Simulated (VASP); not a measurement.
# Ba (Im-3m) in VASP: a series of runs

Runs on Ba. Level: PBE. Tasks: single point.

Everything below comes from runs of VASP 6.6.1. Logs are shortened: lines on timing, memory, paths and dates and some standing lists are left out, and cuts for length are marked.

### 1 The cell of the first run

Symmetry: Im-3m, No. 229, cubic system. Conventional cell: a = 5.079 Å, b = 5.079 Å, c = 5.079 Å, α = 90.00°, β = 90.00°, γ = 90.00°. Ba (site symmetry m-3m) has 14 Ba at 4.40 to 5.08 Å within 5.8 Å.

### 2 Single point, PBE

INCAR reads:

```
SYSTEM = Ba
PREC     = Accurate       ! precision mode
ENCUT    = 520            ! plane-wave cutoff, eV
EDIFF    = 1E-6           ! SCF threshold, eV
ISMEAR   = -1             ! smearing method
SIGMA    = 0.1            ! smearing width, eV
LREAL    = .FALSE.        ! projectors in reciprocal space
LASPH    = .TRUE.         ! aspherical terms in the spheres
NELM     = 80             ! most SCF steps
ALGO     = Normal         ! electronic algorithm
ISIF     = 2              ! what is computed and relaxed
LWAVE    = .FALSE.        ! write WAVECAR
LCHARG   = .FALSE.        ! write CHGCAR
GGA      = PE             ! functional
NBANDS   = 11             ! bands
```

KPOINTS reads:

```
regular mesh
0
G
  7 7 7
  0 0 0
```

POSCAR reads:

```
Ba
1.0
   -2.5394840457      2.5394840457      2.5394840457
    2.5394840457     -2.5394840457      2.5394840457
    2.5394840457      2.5394840457     -2.5394840457
Ba
1
Direct
    0.0000000000      0.0000000000      0.0000000000
```

Potentials or basis: VASP PAW PBE potentials, release 64 (Ba_sv).

Launch:

```
> cat potpaw_PBE.64/Ba_sv/POTCAR > POTCAR
> mpirun -np 1 vasp_std > vasp.out
```

OUTCAR:

```text
SYSTEM = Ba
   PREC = Accurate
   ENCUT = 520
   EDIFF = 1E-6
   ISMEAR = -1
   LREAL = .FALSE.
   LASPH = .TRUE.
   NELM = 80
   ISIF = 2
   GGA = PE

 ion  position               nearest neighbor table
   1  0.000  0.000  0.000-

  LATTYP: Found a body centered cubic cell.
 ALAT       =     5.0789680914

  Lattice vectors:

 A1 = (  -2.5394840457,   2.5394840457,   2.5394840457)
 A2 = (   2.5394840457,  -2.5394840457,   2.5394840457)
 A3 = (   2.5394840457,   2.5394840457,  -2.5394840457)

Analysis of symmetry for initial positions (statically):
=====================================================================
 Subroutine PRICEL returns:
 Original cell was already a primitive cell.

 Routine SETGRP: Setting up the symmetry group for a
 body centered cubic supercell.

 Subroutine GETGRP returns: Found 48 space group operations
 (whereof 48 operations were pure point group operations)
 out of a pool of 48 trial point group operations.

The static configuration has the point symmetry O_h .

Analysis of symmetry for dynamics (positions and initial velocities):
=====================================================================
 Subroutine PRICEL returns:
 Original cell was already a primitive cell.

 Routine SETGRP: Setting up the symmetry group for a
 body centered cubic supercell.

 Subroutine GETGRP returns: Found 48 space group operations
 (whereof 48 operations were pure point group operations)
 out of a pool of 48 trial point group operations.

The dynamic configuration has the point symmetry O_h .

 Subroutine INISYM returns: Found 48 space group operations
 (whereof 48 operations are pure point group operations),
 and found     1 'primitive' translations

----------------------------------------------------------------------------------------

                                     Primitive cell

  volume of cell :      65.5083

  direct lattice vectors                    reciprocal lattice vectors
    -2.539484046  2.539484046  2.539484046     0.000000000  0.196890388  0.196890388
     2.539484046 -2.539484046  2.539484046     0.196890388  0.000000000  0.196890388
     2.539484046  2.539484046 -2.539484046     0.196890388  0.196890388  0.000000000

  length of vectors
     4.398515392  4.398515392  4.398515392     0.278445058  0.278445058  0.278445058

  position of ions in fractional coordinates (direct lattice)
     0.000000000  0.000000000  0.000000000

  ion indices of the primitive-cell ions
   primitive index   ion index
                 1           1

----------------------------------------------------------------------------------------

 KPOINTS: regular mesh

Automatic generation of k-mesh.
 Grid dimensions read from file:
 generate k-points for:    7    7    7

 Generating k-lattice:

  Cartesian coordinates                     Fractional coordinates (reciprocal lattice)
     0.000000000  0.028127198  0.028127198     0.142857143  0.000000000  0.000000000
     0.028127198  0.000000000  0.028127198     0.000000000  0.142857143  0.000000000
     0.028127198  0.028127198  0.000000000     0.000000000  0.000000000  0.142857143

  Length of vectors
     0.039777865  0.039777865  0.039777865

  Shift w.r.t. Gamma in fractional coordinates (k-lattice)
     0.000000000  0.000000000  0.000000000

 Subroutine IBZKPT returns following result:
 ===========================================

 Found     20 irreducible k-points:

 Following reciprocal coordinates:
            Coordinates               Weight
  0.000000  0.000000  0.000000      1.000000
  0.142857  0.000000  0.000000     12.000000
  0.285714  0.000000  0.000000     12.000000
  0.428571  0.000000  0.000000     12.000000
  0.142857  0.142857  0.000000     24.000000
  0.285714  0.142857  0.000000     48.000000
[... 12 lines left out ...]
 -0.428571 -0.428571  0.285714      8.000000
 -0.428571  0.428571  0.428571      6.000000
   k-points           NKPTS =     20   k-points in BZ     NKDIM =     20   number of bands    NBANDS=     11
   number of dos      NEDOS =    301   number of ions     NIONS =      1
   total plane-waves  NPLWV =  46656
   dimension x,y,z NGX =    36 NGY =   36 NGZ =   36
   dimension x,y,z NGXF=    72 NGYF=   72 NGZF=   72
   ions per type =               1
   NGX,Y,Z   is equivalent  to a cutoff of  13.61, 13.61, 13.61 a.u.
   NGXF,Y,Z  is equivalent  to a cutoff of  27.21, 27.21, 27.21 a.u.
 SYSTEM =  Ba
   PREC   = accura    normal or accurate (medium, high low for compatibility)
   ISTART =      0    job   : 0-new  1-cont  2-samecut
   ICHARG =      2    charge: 1-file 2-atom 10-const
   ISPIN  =      1    spin polarized calculation?
   LNONCOLLINEAR =      F non collinear calculations
   LSORBIT =      F    spin-orbit coupling
   LASPH  =      T    aspherical Exc in radial PAW
   ENCUT  =  520.0 eV  38.22 Ry    6.18 a.u.   8.18  8.18  8.18*2*pi/ulx,y,z
   NELM   =     80;   NELMIN=  2; NELMDL= -5     # of ELM steps
   EDIFF  = 0.1E-05   stopping-criterion for ELM
   LREAL  =      F    real-space projection
   EDIFFG = 0.1E-04   stopping-criterion for IOM
   NSW    =      0    number of steps for IOM
   IBRION =     -1    ionic relax: 0-MD 1-quasi-New 2-CG
   NFREE  =      0    steps in history (QN), initial steepest desc. (CG)
   ISIF   =      2    stress and relaxation
   ISYM   =      2    0-nonsym 1-usesym 2-fastsym
   POTIM  = 0.5000    time-step for ionic-motion
   TEBEG  =    0.0;   TEEND  =   0.0 temperature during run
   PSTRESS=    0.0 pullay stress
   NELECT =      10.0000    total number of electrons
   NUPDOWN=      -1.0000    fix difference up-down
   EMIN   =  10.00;   EMAX   =-10.00  energy-range for DOS
   EFERMI =   0.00;   METHOD = LEGACY
   ISMEAR =    -1;   SIGMA  =   0.10  broadening in eV -4-tet -1-fermi 0-gaus
   EFERMI_NEDOS =   21; number of points for ismear=-14 and -15
   IALGO  =     38    algorithm
   IMIX   =      4    mixing-type and parameters
     AMIX     =   0.40;   BMIX     =  1.00
     AMIX_MAG =   1.60;   BMIX_MAG =  1.00
  volume/ion in A,a.u.               =      65.51       442.07
  Fermi-wavevector in a.u.,A,eV,Ry     =   0.874935  1.653388 10.415424  0.765512
  Thomas-Fermi vector in A             =   1.994536
   LORBIT       =      0    0 simple, 1 ext, 2 COOP (PROOUT), +10 PAW based schemes
   GGA     = PE    functional components
   LHFCALC =     F    Hartree Fock is set to
   AEXX    =    0.0000 exact exchange contribution
   IVDW    =     0    specifies the selected vdW correction
   LEPSILON=     F    determine dielectric tensor
   LRPA    =     F    only Hartree local field effects (RPA)
 non-spin polarized calculation
  energy-cutoff  :      520.00
  volume of cell :       65.51
 maximum number of plane-waves:      1782
 NGX is ok and might be reduce to    36
   NGX = 17   NGY = 17   NGZ = 17

 number of electron      10.0000000 magnetization

 Free energy of the ion-electron system (eV)
  ---------------------------------------------------
  ext. energy  EPLUGINS =         0.00000000
  ---------------------------------------------------
  free energy    TOTEN  =        -1.92669501 eV

  energy without entropy =       -1.87929396  energy(sigma->0) =       -1.90299448

 E-fermi :   1.5182     XC(G=0):  -7.2851

 val. band max:        1.4152791182   @ k =  -0.4286  -0.4286   0.1429
 cond. band min:       1.5367146792   @ k =  -0.4286   0.4286   0.2857
 fundamental gap:      0.1214355610
 Fermi energy:         1.5181695134

 k-point     1 :       0.0000    0.0000    0.0000
  band No.  band energies     occupation
      1     -27.4293      2.00000
      2     -12.3995      2.00000
      3     -12.3995      2.00000
      4     -12.3995      2.00000
      5      -1.2096      2.00000
      6       3.3065      0.00000
      7       3.3065      0.00000
      8       3.3065      0.00000
      9       4.6577      0.00000
     10       4.6577      0.00000
     11       8.3411      0.00000

 k-point     2 :       0.1429    0.0000    0.0000
  band No.  band energies     occupation
      1     -27.4224      2.00000
      2     -12.4802      2.00000
      3     -12.4247      2.00000
      4     -12.3999      2.00000
      5      -0.8550      2.00000
      6       3.0364      0.00000
      7       3.1027      0.00000
      8       3.6749      0.00000
      9       4.3576      0.00000
     10       4.6488      0.00000
     11       8.6873      0.00000

 k-point     3 :       0.2857    0.0000    0.0000
  band No.  band energies     occupation
      1     -27.4070      2.00000
      2     -12.6535      2.00000
      3     -12.4804      2.00000
      4     -12.4009      2.00000
      5      -0.0064      2.00000
      6       2.5316      0.00008
      7       2.5601      0.00006
      8       4.4938      0.00000
      9       4.7227      0.00000
     10       4.7693      0.00000
     11       8.3384      0.00000

 k-point     4 :       0.4286    0.0000    0.0000
  band No.  band energies     occupation
      1     -27.3946      2.00000
      2     -12.7856      2.00000
      3     -12.5243      2.00000
      4     -12.4017      2.00000
      5       0.5975      1.99980
      6       2.2554      0.00126
      7       2.5523      0.00006
      8       4.6417      0.00000
      9       5.0887      0.00000
     10       6.1589      0.00000
     11       7.2465      0.00000

 k-point     5 :       0.1429    0.1429    0.0000
  band No.  band energies     occupation
      1     -27.4113      2.00000
      2     -12.5987      2.00000
      3     -12.4556      2.00000
      4     -12.4185      2.00000
      5      -0.2306      2.00000
      6       2.6195      0.00003
      7       2.7142      0.00001
      8       4.1745      0.00000
      9       4.4237      0.00000
     10       4.9162      0.00000
     11       8.9846      0.00000
[... 155 lines left out ...]
 k-point    17 :      -0.2857    0.2857    0.2857
  band No.  band energies     occupation
      1     -27.3882      2.00000
      2     -12.6436      2.00000
      3     -12.5694      2.00000
      4     -12.5694      2.00000
      5       0.9196      1.99498
      6       1.9576      0.02440
      7       3.5048      0.00000
      8       3.5048      0.00000
      9       4.6749      0.00000
     10       4.7509      0.00000
     11       8.5979      0.00000

 k-point    18 :      -0.4286    0.4286    0.2857
  band No.  band energies     occupation
      1     -27.3777      2.00000
      2     -12.7168      2.00000
      3     -12.6174      2.00000
      4     -12.5785      2.00000
      5       1.3125      1.77317
      6       1.5367      0.90754
      7       3.5617      0.00000
      8       3.5976      0.00000
      9       5.2591      0.00000
     10       5.8245      0.00000
     11       7.8130      0.00000

 k-point    19 :      -0.4286   -0.4286    0.2857
  band No.  band energies     occupation
      1     -27.3729      2.00000
      2     -12.6900      2.00000
      3     -12.6900      2.00000
      4     -12.5890      2.00000
      5       1.3386      1.71531
      6       1.3386      1.71531
      7       3.3148      0.00000
      8       4.9576      0.00000
      9       4.9576      0.00000
     10       6.7438      0.00000
     11       7.1462      0.00000

 k-point    20 :      -0.4286    0.4286    0.4286
  band No.  band energies     occupation
      1     -27.3683      2.00000
      2     -12.6820      2.00000
      3     -12.6676      2.00000
      4     -12.6676      2.00000
      5       1.1337      1.95812
      6       1.1342      1.95788
      7       4.8251      0.00000
      8       4.8251      0.00000
      9       5.2037      0.00000
     10       5.8460      0.00000
     11       7.1573      0.00000

------------------------ aborting loop because EDIFF is reached ----------------------------------------

  FORCE on cell =-STRESS in cart. coord.  units (eV):
  Direction    XX          YY          ZZ          XY          YZ          ZX
  --------------------------------------------------------------------------------------
  -------------------------------------------------------------------------------------
  Total       -0.0865940     -0.0865940     -0.0865940      0.0000000      0.0000000     -0.0000000
  in kB       -2.1178832     -2.1178832     -2.1178832      0.0000000      0.0000000     -0.0000000
  external PRESSURE =      -2.1178832 kB  Pullay stress =       0.0000000 kB

 VOLUME and BASIS-vectors are now :
 -----------------------------------------------------------------------------
  energy-cutoff  :      520.00
  volume of cell :       65.51
      direct lattice vectors                 reciprocal lattice vectors
    -2.539484046  2.539484046  2.539484046     0.000000000  0.196890388  0.196890388
     2.539484046 -2.539484046  2.539484046     0.196890388  0.000000000  0.196890388
     2.539484046  2.539484046 -2.539484046     0.196890388  0.196890388  0.000000000

 POSITION                                       TOTAL-FORCE (eV/Angst)
 -----------------------------------------------------------------------------------
      0.00000      0.00000      0.00000         0.000000      0.000000     -0.000000
 -----------------------------------------------------------------------------------
    total drift:                               -0.000000      0.000000      0.000000

  FREE ENERGIE OF THE ION-ELECTRON SYSTEM (eV)
  ---------------------------------------------------
  free  energy   TOTEN  =        -1.9266950078 eV

  energy  without entropy=       -1.8792939619  energy(sigma->0) =       -1.90299448
```

It took 16 s on 1 thread of Intel Xeon Platinum 8375C at 2.90GHz (Ice Lake), shared host; peak memory 0.19 GiB.

Results:

```yaml
Free_energy: -1.9267 eV
Pressure: -0.2 GPa
Band_gap_on_the_k_mesh: zero (band 5 reaches 1.78 eV, above the bottom of band 6 at 1.13 eV)
```

Levels at points of the mesh, in eV from the Fermi level:
| k point | band 3 | band 4 | band 5 | band 6 | band 7 | band 8 |
| --- | --- | --- | --- | --- | --- | --- |
| (0.00, 0.00, 0.00) | -13.92 | -13.92 | -2.73 | 1.79 | 1.79 | 1.79 |

Caveat: spin-orbit coupling is left out, which moves the levels of the heavy elements.

(Part 1 of 2 ends here.)
